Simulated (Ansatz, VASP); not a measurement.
**Two plane-wave programs on NaF**

```
CELL_PARAMETERS angstrom
3.71939 0.00000 0.00000
-1.85969 3.22108 0.00000
0.00000 0.00000 6.07991
ATOMIC_POSITIONS crystal
Na 0.16208 0.83792 0.66667
Na 0.16208 0.32416 0.33333
Na 0.67584 0.83792 0.00000
F 0.83792 0.16208 0.66667
F 0.83792 0.67584 0.33333
F 0.32416 0.16208 0.00000
```

Alike in both runs: task relaxation of cell and atoms; functional PBE; k mesh 6 × 6 × 4; occupations gaussian, width 0.1 eV; no spin polarisation.

|  | VASP | Ansatz |
| --- | --- | --- |
| version | VASP 6.6.1 | Ansatz 0.2.0 |
| potentials or method | VASP PAW PBE potentials, release 64 (Na_pv, F), cutoff 600 eV | scalar-relativistic, plane waves, PAW |
| valence electrons in the cell | 42 | 48 |

|  | VASP | Ansatz | Ansatz less VASP |
| --- | --- | --- | --- |
| gap on the k mesh at the Fermi level, each at its own relaxed structure (eV) | 4.86 | 4.86 | -0.001 |
| relaxed volume (Å³/atom) | 15.13 | 15.49 | +0.361 |
| relaxed cell length with the largest relative difference (Å) | 7.169 | 7.400 | +0.2309 |

VASP's potentials hold 42 valence electrons a cell and Ansatz's 48, so a difference there can come from the potentials and not from the codes.

Noted on VASP's run: the volume moved by over 15 % at a fixed basis, so the end points are rough.
